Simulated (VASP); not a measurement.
# AlCo3: single point with r2SCAN

AlCo3:

```xyz
4
Lattice="3.5749 0.0000 0.0000 0.0000 3.5749 0.0000 0.0000 0.0000 3.5749" Properties=species:S:1:pos:R:3 pbc="T T T"
Al    0.0000    0.0000    0.0000
Co    1.7875    1.7875    0.0000
Co    1.7875    0.0000    1.7875
Co    0.0000    1.7875    1.7875
```

```yaml
Program: VASP 6.6.1
Task: single point
Functional: r2SCAN
Potentials_or_basis: VASP PAW PBE potentials, release 64 (Al, Co)
Cutoff: 520 eV
k_mesh: 6 × 6 × 6
Occupations: gaussian, width 0.1 eV
Spin: collinear spin, ferromagnetic start
Starting_moments: "[0.0, 1.76, 1.76, 1.76] μB"
Dipole_correction: no
Further_INCAR_settings: ALGO = Normal; EDIFF = 1e-07; NBANDS = 27
```

```json
{
 "Pressure": "2.0 GPa",
 "Net moment": "4.58 μB per cell",
 "Site moments": "Al -0.04; Co +1.60 μB",
 "Valence electrons inside the program's atomic spheres": "Al 0.85; Co 8.32"
}
```

Levels at points of the mesh, in eV from the Fermi level:
Spin up:
```csv
k point,band 14,band 15,band 16,band 17,band 18,band 19,band 20,band 21
"(0.00, 0.00, 0.00)",-0.91,-0.91,-0.91,0.34,0.34,0.34,6.23,6.23
"(0.50, 0.00, 0.00)",-2.32,-2.11,-2.11,-0.91,5.24,5.24,5.25,5.25
"(0.50, 0.50, 0.00)",-2.64,-1.91,-1.76,-1.24,-0.07,-0.07,7.94,7.94
"(0.50, 0.50, 0.50)",-1.87,-1.87,-1.32,-1.32,-1.32,-0.87,3.21,3.74
```
Spin down:
```tsv
k point	band 9	band 10	band 11	band 12	band 13	band 14	band 15	band 16	band 17	band 18
(0.00, 0.00, 0.00)	-1.07	-1.07	0.33	0.33	0.33	0.56	0.56	0.56	1.51	1.51
(0.50, 0.00, 0.00)	-1.71	-1.60	-0.86	-0.86	-0.14	0.53	0.56	0.82	1.59	5.63
(0.50, 0.50, 0.00)	-1.85	-1.85	-0.56	-0.54	-0.40	0.23	0.39	0.49	0.49	2.15
(0.50, 0.50, 0.50)	-1.26	-1.26	-1.07	-0.70	-0.70	0.46	0.46	0.46	1.23	1.23
```

It took 2.3 min on 1 thread of Intel(R) Xeon(R) 6975P-C (Granite Rapids), on a shared host, peak memory 0.2 GiB.

Caveat: the PAW data sets were made with another functional, which shifts forces and pressure a little.
